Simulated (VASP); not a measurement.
# Mo (Im-3m) in VASP: notebook

Runs on Mo. Level: r2SCAN. Tasks: single point.

Everything below comes from runs of VASP 6.6.1. Logs are shortened: lines on timing, memory, paths and dates and some standing lists are left out, and cuts for length are marked.

## Step 1: The cell of the first run

Symmetry: Im-3m, No. 229, cubic system. Conventional cell: a = 3.150 Å, b = 3.150 Å, c = 3.150 Å, α = 90.00°, β = 90.00°, γ = 90.00°. Mo (site symmetry m-3m) has 14 Mo at 2.73 to 3.15 Å within 3.6 Å.

## Step 2: Single point, r2SCAN

POSCAR

```
Mo
1.0
   -1.5752359802      1.5752359802      1.5752359802
    1.5752359802     -1.5752359802      1.5752359802
    1.5752359802      1.5752359802     -1.5752359802
Mo
1
Direct
    0.0000000000      0.0000000000      0.0000000000
```

INCAR.step1

```
SYSTEM = Mo
PREC     = Accurate       ! precision mode
ENCUT    = 520            ! plane-wave cutoff, eV
ISMEAR   = 0              ! smearing method
SIGMA    = 0.1            ! smearing width, eV
LREAL    = .False.        ! projectors in reciprocal space
LASPH    = .True.         ! aspherical terms in the spheres
NELM     = 80             ! most SCF steps
NBANDS   = 13             ! bands
GGA      = PE             ! functional
ALGO     = Normal         ! electronic algorithm
EDIFF    = 1E-4           ! SCF threshold, eV
LWAVE    = .True.         ! write WAVECAR
LCHARG   = .False.        ! write CHGCAR
```

INCAR.step2

```
SYSTEM = Mo
PREC     = Accurate       ! precision mode
ENCUT    = 520            ! plane-wave cutoff, eV
EDIFF    = 1E-6           ! SCF threshold, eV
ISMEAR   = 0              ! smearing method
SIGMA    = 0.1            ! smearing width, eV
LREAL    = .False.        ! projectors in reciprocal space
LASPH    = .True.         ! aspherical terms in the spheres
NELM     = 80             ! most SCF steps
ALGO     = Normal         ! electronic algorithm
ISIF     = 2              ! what is computed and relaxed
LWAVE    = .False.        ! write WAVECAR
LCHARG   = .False.        ! write CHGCAR
METAGGA  = R2SCAN         ! meta-GGA
LMIXTAU  = .True.       
NBANDS   = 13             ! bands
ISTART   = 1
```

KPOINTS

```
Automatic mesh
0
Gamma
  18 18 18
  0 0 0
```

Potentials or basis: VASP PAW PBE potentials, release 64 (Mo_sv).

Run with:

```
> cat potpaw_PBE.64/Mo_sv/POTCAR > POTCAR
> cp INCAR.step1 INCAR
> mpirun -np 1 vasp_std > vasp.out
> cp INCAR.step2 INCAR
> mpirun -np 1 vasp_std > vasp.out
```

OUTCAR:

```text
SYSTEM = Mo
   PREC = Accurate
   ENCUT = 520
   EDIFF = 1E-6
   ISMEAR = 0
   LREAL = .False.
   LASPH = .True.
   NELM = 80
   ISIF = 2
   METAGGA = R2SCAN
   ISTART = 1

 ion  position               nearest neighbor table
   1  0.000  0.000  0.000-

  LATTYP: Found a body centered cubic cell.
 ALAT       =     3.1504719604

  Lattice vectors:

 A1 = (  -1.5752359802,   1.5752359802,   1.5752359802)
 A2 = (   1.5752359802,  -1.5752359802,   1.5752359802)
 A3 = (   1.5752359802,   1.5752359802,  -1.5752359802)

Analysis of symmetry for initial positions (statically):
=====================================================================
 Subroutine PRICEL returns:
 Original cell was already a primitive cell.

 Routine SETGRP: Setting up the symmetry group for a
 body centered cubic supercell.

 Subroutine GETGRP returns: Found 48 space group operations
 (whereof 48 operations were pure point group operations)
 out of a pool of 48 trial point group operations.

The static configuration has the point symmetry O_h .

Analysis of symmetry for dynamics (positions and initial velocities):
=====================================================================
 Subroutine PRICEL returns:
 Original cell was already a primitive cell.

 Routine SETGRP: Setting up the symmetry group for a
 body centered cubic supercell.

 Subroutine GETGRP returns: Found 48 space group operations
 (whereof 48 operations were pure point group operations)
 out of a pool of 48 trial point group operations.

The dynamic configuration has the point symmetry O_h .

 Subroutine INISYM returns: Found 48 space group operations
 (whereof 48 operations are pure point group operations),
 and found     1 'primitive' translations

----------------------------------------------------------------------------------------

                                     Primitive cell

  volume of cell :      15.6350

  direct lattice vectors                    reciprocal lattice vectors
    -1.575235980  1.575235980  1.575235980     0.000000000  0.317412760  0.317412760
     1.575235980 -1.575235980  1.575235980     0.317412760  0.000000000  0.317412760
     1.575235980  1.575235980 -1.575235980     0.317412760  0.317412760  0.000000000

  length of vectors
     2.728388752  2.728388752  2.728388752     0.448889430  0.448889430  0.448889430

  position of ions in fractional coordinates (direct lattice)
     0.000000000  0.000000000  0.000000000

  ion indices of the primitive-cell ions
   primitive index   ion index
                 1           1
[... 80 lines left out ...]
   POTIM  = 0.5000    time-step for ionic-motion
   TEBEG  =    0.0;   TEEND  =   0.0 temperature during run
   PSTRESS=    0.0 pullay stress
   NELECT =      14.0000    total number of electrons
   NUPDOWN=      -1.0000    fix difference up-down
   EMIN   =  10.00;   EMAX   =-10.00  energy-range for DOS
   EFERMI =   0.00;   METHOD = LEGACY
   ISMEAR =     0;   SIGMA  =   0.10  broadening in eV -4-tet -1-fermi 0-gaus
   EFERMI_NEDOS =   21; number of points for ismear=-14 and -15
   IALGO  =     38    algorithm
   IMIX   =      4    mixing-type and parameters
     AMIX     =   0.40;   BMIX     =  1.00
     AMIX_MAG =   1.60;   BMIX_MAG =  1.00
  volume/ion in A,a.u.               =      15.63       105.51
  Fermi-wavevector in a.u.,A,eV,Ry     =   1.577921  2.981838 33.876252  2.489834
  Thomas-Fermi vector in A             =   2.678530
   LORBIT       =      0    0 simple, 1 ext, 2 COOP (PROOUT), +10 PAW based schemes
   METAGGA = R2SCAN    functional components
   LHFCALC =     F    Hartree Fock is set to
   AEXX    =    0.0000 exact exchange contribution
   IVDW    =     0    specifies the selected vdW correction
   LEPSILON=     F    determine dielectric tensor
   LRPA    =     F    only Hartree local field effects (RPA)
 non-spin polarized calculation
 Gauss-broadening in eV      SIGMA  =   0.10
  energy-cutoff  :      520.00
  volume of cell :       15.63
 maximum number of plane-waves:       434
   NGX = 11   NGY = 11   NGZ = 11

 number of electron      14.0000002 magnetization

 Free energy of the ion-electron system (eV)
  ---------------------------------------------------
  ext. energy  EPLUGINS =         0.00000000
  ---------------------------------------------------
  free energy    TOTEN  =       -26.07727067 eV

  energy without entropy =      -26.07445142  energy(sigma->0) =      -26.07586104

 E-fermi :  12.5588     XC(G=0): -14.6356

 val. band max:       12.5524896740   @ k =  -0.3889   0.4444   0.2778
 cond. band min:      12.5937689461   @ k =   0.3889   0.1111   0.0556
 fundamental gap:      0.0412792721
 Fermi energy:        12.5588449101

 k-point     1 :       0.0000    0.0000    0.0000
  band No.  band energies     occupation
      1     -50.6788      2.00000
      2     -23.1509      2.00000
      3     -23.1509      2.00000
      4     -23.1509      2.00000
      5       4.8841      2.00000
      6      11.1236      2.00000
      7      11.1236      2.00000
      8      11.1236      2.00000
      9      14.4580      0.00000
     10      14.4580      0.00000
     11      28.0410      0.00000
     12      28.0410      0.00000
     13      28.0410      0.00000
[... 354 lines left out ...]
  band No.  band energies     occupation
      1     -50.3859      2.00000
      2     -24.5625      2.00000
      3     -23.6696      2.00000
      4     -23.2284      2.00000
      5       7.3834      2.00000
      6       9.1267      2.00000
      7      12.5197      1.42059
      8      14.2883      0.00000
      9      15.4815      0.00000
     10      18.1460      0.00000
     11      24.8673      0.00000
     12      25.9233      0.00000
     13      30.4327      0.00000

 [... further k-points ...]

------------------------ aborting loop because EDIFF is reached ----------------------------------------

  FORCE on cell =-STRESS in cart. coord.  units (eV):
  Direction    XX          YY          ZZ          XY          YZ          ZX
  --------------------------------------------------------------------------------------
  -------------------------------------------------------------------------------------
  Total        0.1095472      0.1095472      0.1095472      0.0000000     -0.0000000      0.0000000
  in kB       11.2257406     11.2257406     11.2257406      0.0000000     -0.0000000      0.0000000
  external PRESSURE =      11.2257406 kB  Pullay stress =       0.0000000 kB

 VOLUME and BASIS-vectors are now :
 -----------------------------------------------------------------------------
  energy-cutoff  :      520.00
  volume of cell :       15.63
      direct lattice vectors                 reciprocal lattice vectors
    -1.575235980  1.575235980  1.575235980     0.000000000  0.317412760  0.317412760
     1.575235980 -1.575235980  1.575235980     0.317412760  0.000000000  0.317412760
     1.575235980  1.575235980 -1.575235980     0.317412760  0.317412760  0.000000000

 POSITION                                       TOTAL-FORCE (eV/Angst)
 -----------------------------------------------------------------------------------
      0.00000      0.00000      0.00000         0.000000     -0.000000      0.000000
 -----------------------------------------------------------------------------------
    total drift:                                0.000000      0.000000      0.000000

  FREE ENERGIE OF THE ION-ELECTRON SYSTEM (eV)
  ---------------------------------------------------
  free  energy   TOTEN  =       -26.0772706721 eV

  energy  without entropy=      -26.0744514162  energy(sigma->0) =      -26.07586104
```

OSZICAR.step1:

```text
N       E                     dE             d eps       ncg     rms          rms(c)
DAV:   1     0.934311913648E+02    0.93431E+02   -0.79825E+03  5070   0.111E+03
DAV:   2    -0.104211902356E+02   -0.10385E+03   -0.99997E+02  5835   0.313E+02
DAV:   3    -0.115864758949E+02   -0.11653E+01   -0.11612E+01  5675   0.332E+01
DAV:   4    -0.115891771654E+02   -0.27013E-02   -0.27012E-02  5700   0.193E+00
DAV:   5    -0.115891949785E+02   -0.17813E-04   -0.17815E-04  5693   0.139E-01    0.147E+01
DAV:   6    -0.110154507676E+02    0.57374E+00   -0.71416E-01  5230   0.104E+01    0.401E+00
DAV:   7    -0.109369041263E+02    0.78547E-01   -0.14203E-01  5610   0.442E+00    0.937E-01
DAV:   8    -0.109331732178E+02    0.37309E-02   -0.39399E-03  5275   0.802E-01    0.189E-01
DAV:   9    -0.109332417888E+02   -0.68571E-04   -0.81963E-05  3560   0.118E-01
   1 F= -.10933242E+02 E0= -.10931975E+02  d E =-.253342E-02
```

It took 64 s on 1 thread of Intel Xeon 6975P-C (Granite Rapids), shared host; peak memory 0.15 GiB.

Results:

| Quantity | Value |
| --- | --- |
| Free energy | -26.0773 eV |
| Pressure | 1.1 GPa |
| Band gap on the k mesh | zero (bands 7 and 8 overlap by 5.56 eV) |

Levels at points of the mesh, in eV from the Fermi level:
```tsv
k point	band 5	band 6	band 7	band 8	band 9	band 10
(0.00, 0.00, 0.00)	-7.67	-1.44	-1.44	-1.44	1.90	1.90
(0.50, 0.00, 0.00)	-5.61	-3.60	1.57	1.88	2.58	4.91
(0.50, 0.50, 0.50)	-5.66	-5.66	4.13	4.13	4.13	9.46
```

Caveat: the PAW data sets were made with another functional, which shifts forces and pressure a little.

## Step 3: Single point, r2SCAN (16.10 Å³/atom)

This run uses another cell than the first one, of 16.10 Å³/atom.

POSCAR

```
Mo
1.0
   -1.5908333904      1.5908333904      1.5908333904
    1.5908333904     -1.5908333904      1.5908333904
    1.5908333904      1.5908333904     -1.5908333904
Mo
1
Direct
    0.0000000000      0.0000000000      0.0000000000
```

INCAR.step1

```
PREC = Accurate
ENCUT = 520
ISMEAR = 0
SIGMA = 0.1
LREAL = False
LASPH = True
NELM = 60
NBANDS = 13
GGA = PE
ALGO = Normal
EDIFF = 1E-4
LWAVE = True
LCHARG = False
```

INCAR.step2

```
PREC = Accurate
ENCUT = 520
EDIFF = 1E-7
ISMEAR = 0
SIGMA = 0.1
LREAL = False
LASPH = True
NELM = 60
ALGO = Normal
ISIF = 2
LWAVE = False
LCHARG = True
METAGGA = R2SCAN
LMIXTAU = True
LELF = True
LVHAR = True
NBANDS = 13
ISTART = 1
```

KPOINTS

```
regular mesh
0
Gamma
  18 18 18
```

Potentials or basis: VASP PAW PBE potentials, release 64 (Mo_sv).

Run with:

```
> cat potpaw_PBE.64/Mo_sv/POTCAR > POTCAR
> cp INCAR.step1 INCAR
> mpirun -np 1 vasp_std > vasp.out
> cp INCAR.step2 INCAR
> mpirun -np 1 vasp_std > vasp.out
```

OUTCAR:

```text
PREC = Accurate
   ENCUT = 520
   EDIFF = 1E-7
   ISMEAR = 0
   LREAL = False
   LASPH = True
   NELM = 60
   ISIF = 2
   METAGGA = R2SCAN
   ISTART = 1

 ion  position               nearest neighbor table
   1  0.000  0.000  0.000-

  LATTYP: Found a body centered cubic cell.
 ALAT       =     3.1816667808

  Lattice vectors:

 A1 = (  -1.5908333904,   1.5908333904,   1.5908333904)
 A2 = (   1.5908333904,  -1.5908333904,   1.5908333904)
[... 563 lines left out ...]
     13      29.5511      0.00000

 [... further k-points ...]

------------------------ aborting loop because EDIFF is reached ----------------------------------------

  FORCE on cell =-STRESS in cart. coord.  units (eV):
  Direction    XX          YY          ZZ          XY          YZ          ZX
  --------------------------------------------------------------------------------------
  -------------------------------------------------------------------------------------
  Total       -0.6572833     -0.6572833     -0.6572833      0.0000000      0.0000000     -0.0000000
  in kB      -65.3926749    -65.3926749    -65.3926749      0.0000000      0.0000000     -0.0000000
  external PRESSURE =     -65.3926749 kB  Pullay stress =       0.0000000 kB

 VOLUME and BASIS-vectors are now :
 -----------------------------------------------------------------------------
  energy-cutoff  :      520.00
  volume of cell :       16.10
      direct lattice vectors                 reciprocal lattice vectors
    -1.590833390  1.590833390  1.590833390     0.000000000  0.314300670  0.314300670
     1.590833390 -1.590833390  1.590833390     0.314300670  0.000000000  0.314300670
     1.590833390  1.590833390 -1.590833390     0.314300670  0.314300670  0.000000000

 POSITION                                       TOTAL-FORCE (eV/Angst)
 -----------------------------------------------------------------------------------
      0.00000      0.00000      0.00000         0.000000      0.000000      0.000000
 -----------------------------------------------------------------------------------
    total drift:                                0.000000     -0.000000     -0.000000

  FREE ENERGIE OF THE ION-ELECTRON SYSTEM (eV)
  ---------------------------------------------------
  free  energy   TOTEN  =       -26.0691558067 eV

  energy  without entropy=      -26.0662841607  energy(sigma->0) =      -26.06771998
```

Run time: 77 s. Hardware: 1 thread of Intel Xeon 6975P-C (Granite Rapids), shared host; peak memory 0.15 GiB.

What came out:

- Free energy: -26.0692 eV
- Pressure: -6.5 GPa
- Band gap on the k mesh: zero (bands 7 and 8 overlap by 5.34 eV)

Levels at points of the mesh, in eV from the Fermi level:
```
           k point  band 4  band 5  band 6  band 7  band 8  band 9  band 10  band 11
(0.00, 0.00, 0.00)  -35.77   -7.57   -1.37   -1.37   -1.37    1.86     1.86    15.45
(0.50, 0.00, 0.00)  -35.78   -5.42   -3.45    1.46    1.82    2.49     4.71    11.77
(0.50, 0.50, 0.50)  -36.72   -5.41   -5.41    3.96    3.96    3.96     9.23     9.23
```

Caveat: the cell stands under tension; the PAW data sets were made with another functional, which shifts forces and pressure a little.

[end of part 1 of 2]
